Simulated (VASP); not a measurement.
# Na3F2 (R-3m) in VASP: notebook

Runs on Na3F2. Level: PBE. Tasks: single point, relaxation of cell and atoms.

Everything below comes from runs of VASP 6.6.1. Logs are shortened: lines on timing, memory, paths and dates and some standing lists are left out, and cuts for length are marked.

### 1 The cell of the first run

The structure is trigonal, space group R-3m (No. 166). The conventional cell has a = 3.479 Å, b = 3.479 Å, c = 24.193 Å, α = 90.00°, β = 90.00°, γ = 120.00°. Within 3.7 Å of Na (site symmetry -3m) lie 6 F at 2.58 Å and 12 Na at 3.48 to 3.61 Å. Na (site symmetry 3m) has 3 F at 2.44 Å and 3 Na at 2.89 Å within 3.2 Å. Within 3.2 Å of F (site symmetry 3m) lie 6 Na at 2.44 to 2.58 Å.

### 2 Single point, PBE

INCAR

```
ALGO = Normal
EDIFF = 1E-7
ENCUT = 520
GGA = PE
ISIF = 2
ISMEAR = 0
LASPH = True
LCHARG = False
LREAL = False
LWAVE = False
NBANDS = 26
NELM = 80
PREC = Accurate
SIGMA = 0.1
```

KPOINTS

```
k-points
0
Gamma
  6 6 6
```

POSCAR

```
Na3F2
1.0
    1.7396966960      1.0044143557      8.0643766570
   -1.7396966960      1.0044143557      8.0643766570
    0.0000000000     -2.0088287115      8.0643766570
Na F
3 2
Direct
    0.0000000000      0.0000000000      0.0000000000
    0.2095000000      0.2095000000      0.2095000000
    0.7905000000      0.7905000000      0.7905000000
    0.4000000000      0.4000000000      0.4000000000
    0.6000000000      0.6000000000      0.6000000000
```

Potentials or basis: VASP PAW PBE potentials, release 64 (Na_pv, F).

Command:

```console
cat potpaw_PBE.64/Na_pv/POTCAR potpaw_PBE.64/F/POTCAR > POTCAR
mpirun -np 1 vasp_std > vasp.out
```

OUTCAR:

```text
EDIFF = 1E-7
   ENCUT = 520
   GGA = PE
   ISIF = 2
   ISMEAR = 0
   LASPH = True
   LREAL = False
   NELM = 80
   PREC = Accurate

 ion  position               nearest neighbor table
   1  0.000  0.000  0.000-
   2  0.209  0.209  0.209-
   3  0.791  0.791  0.791-
   4  0.400  0.400  0.400-
   5  0.600  0.600  0.600-

  LATTYP: Found a trigonal (rhomboedric) cell.
 ALAT       =     8.3108100482
 COS(alpha) =     0.9123624232

  Lattice vectors:

 A1 = (   1.7396966960,   1.0044143557,   8.0643766570)
 A2 = (  -1.7396966960,   1.0044143557,   8.0643766570)
 A3 = (   0.0000000000,  -2.0088287115,   8.0643766570)

Analysis of symmetry for initial positions (statically):
=====================================================================
 Subroutine PRICEL returns:
 Original cell was already a primitive cell.

 Routine SETGRP: Setting up the symmetry group for a
 trigonal (rhombohedral) supercell.

 Subroutine GETGRP returns: Found 12 space group operations
 (whereof 12 operations were pure point group operations)
 out of a pool of 12 trial point group operations.

The static configuration has the point symmetry D_3d.

Analysis of symmetry for dynamics (positions and initial velocities):
=====================================================================
 Subroutine PRICEL returns:
 Original cell was already a primitive cell.

 Routine SETGRP: Setting up the symmetry group for a
 trigonal (rhombohedral) supercell.

 Subroutine GETGRP returns: Found 12 space group operations
 (whereof 12 operations were pure point group operations)
 out of a pool of 12 trial point group operations.

The dynamic configuration has the point symmetry D_3d.

 Subroutine INISYM returns: Found 12 space group operations
 (whereof 12 operations are pure point group operations),
 and found     1 'primitive' translations

----------------------------------------------------------------------------------------

                                     Primitive cell

  volume of cell :      84.5490

  direct lattice vectors                    reciprocal lattice vectors
     1.739696696  1.004414356  8.064376657     0.287406420  0.165934174  0.041334048
    -1.739696696  1.004414356  8.064376657    -0.287406420  0.165934174  0.041334048
     0.000000000 -2.008828712  8.064376657     0.000000000 -0.331868348  0.041334048

  length of vectors
     8.310810048  8.310810048  8.310810048     0.334432511  0.334432511  0.334432511

  position of ions in fractional coordinates (direct lattice)
     0.000000000  0.000000000  0.000000000
     0.209500000  0.209500000  0.209500000
     0.790500000  0.790500000  0.790500000
     0.400000000  0.400000000  0.400000000
     0.600000000  0.600000000  0.600000000

  ion indices of the primitive-cell ions
   primitive index   ion index
                 1           1
                 2           2
                 3           3
                 4           4
                 5           5

----------------------------------------------------------------------------------------

 KPOINTS: k-points

Automatic generation of k-mesh.
 Grid dimensions read from file:
 generate k-points for:    6    6    6

 Generating k-lattice:

  Cartesian coordinates                     Fractional coordinates (reciprocal lattice)
     0.047901070  0.027655696  0.006889008     0.166666667  0.000000000  0.000000000
    -0.047901070  0.027655696  0.006889008     0.000000000  0.166666667  0.000000000
     0.000000000 -0.055311391  0.006889008     0.000000000  0.000000000  0.166666667

  Length of vectors
     0.055738752  0.055738752  0.055738752

  Shift w.r.t. Gamma in fractional coordinates (k-lattice)
     0.000000000  0.000000000  0.000000000

 Subroutine IBZKPT returns following result:
 ===========================================

 Found     32 irreducible k-points:

 Following reciprocal coordinates:
            Coordinates               Weight
  0.000000  0.000000  0.000000      1.000000
  0.166667  0.000000  0.000000      6.000000
  0.333333  0.000000 -0.000000      6.000000
  0.500000 -0.000000  0.000000      3.000000
  0.166667  0.166667  0.000000      6.000000
  0.333333  0.166667  0.000000     12.000000
[... 16 lines left out ...]
  0.500000  0.500000  0.166667      6.000000
 -0.333333  0.500000  0.166667     12.000000
 [... further k-points ...]
   k-points           NKPTS =     32   k-points in BZ     NKDIM =     32   number of bands    NBANDS=     26
   number of dos      NEDOS =    301   number of ions     NIONS =      5
   total plane-waves  NPLWV = 262144
   dimension x,y,z NGX =    64 NGY =   64 NGZ =   64
   dimension x,y,z NGXF=   128 NGYF=  128 NGZF=  128
   ions per type =               3   2
   NGX,Y,Z   is equivalent  to a cutoff of  12.80, 12.80, 12.80 a.u.
   NGXF,Y,Z  is equivalent  to a cutoff of  25.60, 25.60, 25.60 a.u.
 SYSTEM =  unknown system
   PREC   = accura    normal or accurate (medium, high low for compatibility)
[... 65 lines left out ...]
  band No.  band energies     occupation
      1     -22.8860      2.00000
      2     -22.8283      2.00000
      3     -22.8283      2.00000
      4     -22.7308      2.00000
      5     -22.5759      2.00000
      6     -22.5759      2.00000
[... 18 lines left out ...]
     25      13.9657      0.00000
     26      13.9657      0.00000

 k-point     2 :       0.1667    0.0000    0.0000
  band No.  band energies     occupation
      1     -22.8730      2.00000
      2     -22.8548      2.00000
      3     -22.8316      2.00000
      4     -22.7033      2.00000
      5     -22.6312      2.00000
      6     -22.5830      2.00000
[... 18 lines left out ...]
     25      12.9383      0.00000
     26      13.0893      0.00000

 k-point     3 :       0.3333    0.0000   -0.0000
  band No.  band energies     occupation
      1     -22.9074      2.00000
      2     -22.8381      2.00000
      3     -22.8342      2.00000
      4     -22.6904      2.00000
      5     -22.6678      2.00000
      6     -22.6029      2.00000
[... 18 lines left out ...]
     25      11.4514      0.00000
     26      12.2079      0.00000

 k-point     4 :       0.5000   -0.0000    0.0000
  band No.  band energies     occupation
      1     -22.9301      2.00000
      2     -22.8414      2.00000
      3     -22.8117      2.00000
      4     -22.7112      2.00000
      5     -22.6915      2.00000
      6     -22.6025      2.00000
[... 18 lines left out ...]
     25      11.7750      0.00000
     26      12.1629      0.00000

 k-point     5 :       0.1667    0.1667    0.0000
  band No.  band energies     occupation
      1     -22.8720      2.00000
      2     -22.8555      2.00000
      3     -22.8316      2.00000
      4     -22.7039      2.00000
      5     -22.6325      2.00000
      6     -22.5830      2.00000
[... 18 lines left out ...]
     25      12.8126      0.00000
     26      13.2056      0.00000

 k-point     6 :       0.3333    0.1667    0.0000
  band No.  band energies     occupation
      1     -22.8882      2.00000
      2     -22.8537      2.00000
      3     -22.8333      2.00000
      4     -22.6747      2.00000
      5     -22.6653      2.00000
      6     -22.6311      2.00000
[... 427 lines left out ...]
 k-point    21 :      -0.3333    0.3333    0.1667
  band No.  band energies     occupation
      1     -22.9148      2.00000
      2     -22.8578      2.00000
      3     -22.8122      2.00000
      4     -22.6918      2.00000
      5     -22.6799      2.00000
      6     -22.6376      2.00000
[... 18 lines left out ...]
     25      10.4620      0.00000
     26      11.5025      0.00000

 k-point    22 :      -0.1667    0.3333    0.1667
  band No.  band energies     occupation
      1     -22.9156      2.00000
      2     -22.8574      2.00000
      3     -22.8124      2.00000
      4     -22.6869      2.00000
      5     -22.6825      2.00000
      6     -22.6381      2.00000
[... 18 lines left out ...]
     25      11.7091      0.00000
     26      12.0951      0.00000

 k-point    23 :       0.5000    0.5000    0.1667
  band No.  band energies     occupation
      1     -22.9084      2.00000
      2     -22.8381      2.00000
      3     -22.8303      2.00000
      4     -22.6975      2.00000
      5     -22.6693      2.00000
      6     -22.5969      2.00000
[... 18 lines left out ...]
     25      11.6596      0.00000
     26      12.0633      0.00000

 k-point    24 :      -0.3333    0.5000    0.1667
  band No.  band energies     occupation
      1     -22.9151      2.00000
      2     -22.8579      2.00000
      3     -22.8117      2.00000
      4     -22.6918      2.00000
      5     -22.6793      2.00000
      6     -22.6385      2.00000
[... 18 lines left out ...]
     25      10.4268      0.00000
     26      11.7808      0.00000

 [... further k-points ...]

------------------------ aborting loop because EDIFF is reached ----------------------------------------

  FORCE on cell =-STRESS in cart. coord.  units (eV):
  Direction    XX          YY          ZZ          XY          YZ          ZX
  --------------------------------------------------------------------------------------
  -------------------------------------------------------------------------------------
  Total       -0.3379936     -0.3379936      0.3755921      0.0000000     -0.0000000      0.0000000
  in kB       -6.4048735     -6.4048735      7.1173531      0.0000000     -0.0000000      0.0000000
  external PRESSURE =      -1.8974647 kB  Pullay stress =       0.0000000 kB

 VOLUME and BASIS-vectors are now :
 -----------------------------------------------------------------------------
  energy-cutoff  :      520.00
  volume of cell :       84.55
      direct lattice vectors                 reciprocal lattice vectors
     1.739696696  1.004414356  8.064376657     0.287406420  0.165934174  0.041334048
    -1.739696696  1.004414356  8.064376657    -0.287406420  0.165934174  0.041334048
     0.000000000 -2.008828712  8.064376657     0.000000000 -0.331868348  0.041334048

 POSITION                                       TOTAL-FORCE (eV/Angst)
 -----------------------------------------------------------------------------------
      0.00000      0.00000      0.00000         0.000000      0.000000      0.000000
      0.00000     -0.00000      5.06846         0.000000     -0.000000      1.508837
      0.00000     -0.00000     19.12467         0.000000      0.000000     -1.508837
      0.00000     -0.00000      9.67725         0.000000      0.000000     -0.537209
      0.00000     -0.00000     14.51588         0.000000     -0.000000      0.537209
 -----------------------------------------------------------------------------------
    total drift:                               -0.000000     -0.000000     -0.000000

  FREE ENERGIE OF THE ION-ELECTRON SYSTEM (eV)
  ---------------------------------------------------
  free  energy   TOTEN  =       -17.2556924653 eV

  energy  without entropy=      -17.2500765681  energy(sigma->0) =      -17.25288452
```

Wall time 4.3 min (1 thread of AMD EPYC 7R13 (Zen 3), shared host); peak memory 0.49 GiB.

Results:

| Property | Result |
| --- | --- |
| Free energy | -17.2557 eV |
| Pressure | -0.2 GPa |
| Largest force | 1.509 eV/Å |
| Band gap on the k mesh | zero (an odd number of electrons rules out a gap without spin polarisation) |

Forces on the atoms (eV/Å):
```
Na   0.000  0.000  0.000
Na   0.000  0.000  1.509
Na   0.000  0.000 -1.509
F    0.000  0.000 -0.537
F    0.000  0.000  0.537
```

Caveat: an odd number of electrons without spin polarisation forces a metal; a magnetic or distorted state may lie lower.

### 3 Single point, PBE

This run uses another cell than the first one, of 17.17 Å³/atom.

INCAR

```
SYSTEM = Na3F2
PREC = Accurate
ENCUT = 520
EDIFF = 1E-6
ISMEAR = 0
SIGMA = 0.1
LREAL = .FALSE.
LASPH = .TRUE.
NELM = 100
ALGO = Normal
ISIF = 2
LWAVE = .FALSE.
LCHARG = .FALSE.
GGA = PE
NBANDS = 26
```

KPOINTS

```
regular mesh
0
G
  6 6 6
  0 0 0
```

POSCAR

```
Na3F2
1.0
    1.6930922113      0.9775072440      8.6434939489
   -1.6930922113      0.9775072440      8.6434939489
    0.0000000000     -1.9550144880      8.6434939489
Na F
3 2
Direct
    0.0000000000      0.0000000000      0.0000000000
    0.2288354283      0.2288354283      0.2288354283
    0.7711645717      0.7711645717      0.7711645717
    0.3851990051      0.3851990051      0.3851990051
    0.6148009949      0.6148009949      0.6148009949
```

Potentials or basis: VASP PAW PBE potentials, release 64 (Na_pv, F).

Command:

```console
cat potpaw_PBE.64/Na_pv/POTCAR potpaw_PBE.64/F/POTCAR > POTCAR
mpirun -np 1 vasp_std > vasp.out
```

It took 6.3 min on 1 thread of AMD EPYC 7R13 (Zen 3), shared host; peak memory 0.64 GiB.

The run converged. Its results:

```
Free energy            : -18.1768 eV
Pressure               : -0.1 GPa
Largest force          : 0.014 eV/Å
Band gap on the k mesh : zero (an odd number of electrons rules out a gap without spin polarisation)
```

Forces in eV/Å, atoms in the order of the input:
```
Na   0.000  0.000  0.000
Na   0.000  0.000 -0.014
Na   0.000  0.000  0.014
F    0.000  0.000  0.002
F    0.000  0.000 -0.002
```

Levels at points of the mesh, in eV from the Fermi level:
```tsv
k point	band 14	band 15	band 16	band 17	band 18	band 19	band 20	band 21	band 22	band 23
(0.00, 0.00, 0.00)	-5.47	-5.47	-5.35	-5.35	-2.04	1.53	1.98	6.13	7.48	12.08
(0.50, 0.00, 0.00)	-5.77	-5.65	-5.63	-5.54	2.12	2.12	5.27	5.62	5.91	6.97
(0.50, 0.50, 0.00)	-5.77	-5.66	-5.63	-5.54	2.12	2.18	5.02	5.19	7.11	7.15
(0.50, 0.50, 0.50)	-5.47	-5.47	-5.35	-5.35	-1.84	0.52	3.95	4.21	9.60	9.90
```

Caveat: an odd number of electrons without spin polarisation forces a metal; a magnetic or distorted state may lie lower.

### 4 Relaxation of cell and atoms, PBE

INCAR

```
SYSTEM = Na3F2
  PREC = Accurate
  ENCUT = 600
  EDIFF = 1E-6
  ISMEAR = 0
  SIGMA = 0.1
  LREAL = .False.
  LASPH = .True.
  NELM = 60
  ALGO = Normal
  ISIF = 3
  LWAVE = .False.
  LCHARG = .False.
  GGA = PE
  IBRION = 2
  NSW = 90
  EDIFFG = -0.04
```

KPOINTS

```
regular mesh
0
Gamma
  6 6 6
  0 0 0
```

POSCAR

```
Na3F2
1.0
    1.7396966960      1.0044143557      8.0643766570
   -1.7396966960      1.0044143557      8.0643766570
    0.0000000000     -2.0088287115      8.0643766570
Na F
3 2
Direct
    0.0000000000      0.0000000000      0.0000000000
    0.2095000000      0.2095000000      0.2095000000
    0.7905000000      0.7905000000      0.7905000000
    0.4000000000      0.4000000000      0.4000000000
    0.6000000000      0.6000000000      0.6000000000
```

Command:

```console
cat potpaw_PBE.64/Na_pv/POTCAR potpaw_PBE.64/F/POTCAR > POTCAR
mpirun -np 1 vasp_std > vasp.out
```

Wall time 46 min (1 thread of AMD EPYC 7R13 (Zen 3), shared host); peak memory 0.73 GiB.

It converged, with:

| Property | Result |
| --- | --- |
| Free energy | -18.1789 eV |
| Relaxed volume | 17.14 Å³/atom |
| Relaxed cell | a = 8.860 Å, b = 8.860 Å, c = 8.860 Å, α = 22.02°, β = 22.02°, γ = 22.02° |
| Space group after relaxing (to 0.1 Å) | R-3m (No. 166) |
| Energy gained by relaxing | 184.1 meV/atom |
| Ionic steps | 12 |
| Pressure after relaxing | 0.0 GPa |
| Largest force after relaxing | 0.032 eV/Å |
| Band gap on the k mesh | zero (an odd number of electrons rules out a gap without spin polarisation) |

Forces in eV/Å, atoms in the order of the input:
```
Na   0.000  0.000  0.000
Na   0.000  0.000 -0.032
Na   0.000  0.000  0.032
F    0.000  0.000  0.025
F    0.000  0.000 -0.025
```

Stress tensor (GPa, compression positive):
```
-0.05  0.00  0.00
 0.00 -0.05  0.00
 0.00  0.00  0.07
```

Step by step:
```csv
step,energy change (eV),largest force (eV/Å),pressure (GPa),volume (Å³)
1,0.0000,1.5090,-0.23,84.55
2,-0.2293,1.1698,-0.22,84.25
3,-0.6443,0.8110,0.41,83.34
4,-0.3112,1.5059,5.69,81.46
5,-0.6987,0.9305,1.43,82.80
6,-0.8634,0.4767,-0.05,85.98
7,-0.9060,0.1242,-0.79,88.32
8,-0.9069,0.0671,-0.84,88.71
9,-0.9190,0.0424,-0.19,86.28
10,-0.9194,0.0416,0.04,85.70
11,-0.9194,0.0419,-0.02,85.76
12,-0.9203,0.0323,-0.01,85.72
```

Final structure:
```
Na F
1.0
     1.69223    0.97701    8.64159
    -1.69223    0.97701    8.64159
     0.00000   -1.95401    8.64159
Na F
3 2
Direct
  0.00000 0.00000 0.00000
  0.22919 0.22919 0.22919
  0.77081 0.77081 0.77081
  0.38487 0.38487 0.38487
  0.61513 0.61513 0.61513
```

Levels at points of the mesh, in eV from the Fermi level:
```tsv
k point	band 16	band 17	band 18	band 19	band 20	band 21
(0.00, 0.00, 0.00)	-5.37	-5.37	-2.04	1.51	1.99	6.12
(0.50, 0.00, 0.00)	-5.66	-5.57	2.13	2.13	5.25	5.60
(0.50, 0.50, 0.00)	-5.66	-5.57	2.12	2.18	5.02	5.17
(0.50, 0.50, 0.50)	-5.37	-5.37	-1.84	0.51	3.95	4.21
```

Caveat: an odd number of electrons without spin polarisation forces a metal; a magnetic or distorted state may lie lower.

### 5 Summary

```csv
task,cell,cutoff (eV),gap on the mesh (eV),pressure (GPa),largest force (eV/Å)
single point,"a = 8.311 Å, angles 24.2°, 5 atoms, atomic positions A",520,none,-0.2,1.51
single point,"a = 8.862 Å, angles 22.0°, 5 atoms, atomic positions B",520,none,-0.1,0.01
relaxation of cell and atoms,"relaxed from a = 8.311 Å, angles 24.2°, 5 atoms, atomic positions A",600,none,0.0,0.03
```

Alike in all rows: level PBE; potentials or basis VASP PAW PBE potentials, release 64 (Na_pv, F); no spin polarisation; k mesh 6 × 6 × 6; smearing gaussian 0.1 eV.

Caveats: an odd number of electrons without spin polarisation forces a metal; a magnetic or distorted state may lie lower.

Total energies depend on the potentials used, so only differences within one code and one set of settings carry meaning.
